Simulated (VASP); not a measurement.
WC, 2 atoms in the cell. It takes space group P-6m2 (No. 187, hexagonal). The conventional cell has a = 2.901 Å, b = 2.901 Å, c = 2.829 Å, α = 90.00°, β = 90.00°, γ = 120.00°. W (site symmetry -6m2) has 6 C at 2.19 Å and 2 W at 2.83 Å within 2.9 Å. C (site symmetry -6m2) has 6 W at 2.19 Å and 2 C at 2.83 Å within 2.9 Å. 

- Program: VASP 6.6.1
- Task: single point
- Functional: PBEsol
- Potentials or basis: VASP PAW PBE potentials, release 64 (W_sv, C)
- Cutoff: 520 eV
- k mesh: 13 × 13 × 12
- Occupations: fermi-dirac, width 0.05 eV
- Spin: no spin polarisation
- Dipole correction: no
- Further INCAR settings: ALGO = Normal; EDIFF = 1e-06; NBANDS = 16

Potentials or basis: VASP PAW PBE potentials, release 64 (W_sv, C).

Run with:

```console
$ cat potpaw_PBE.64/W_sv/POTCAR potpaw_PBE.64/C/POTCAR > POTCAR
$ mpirun -np 1 vasp_std > vasp.out
```

Hardware: 1 thread of Intel(R) Xeon(R) 6975P-C (Granite Rapids), on a shared host.

Estimate the wall time of this run.

It took 15 s on 1 thread of Intel(R) Xeon(R) 6975P-C (Granite Rapids), on a shared host, peak memory 0.17 GiB. Counts: scf iterations 12, k points 147.
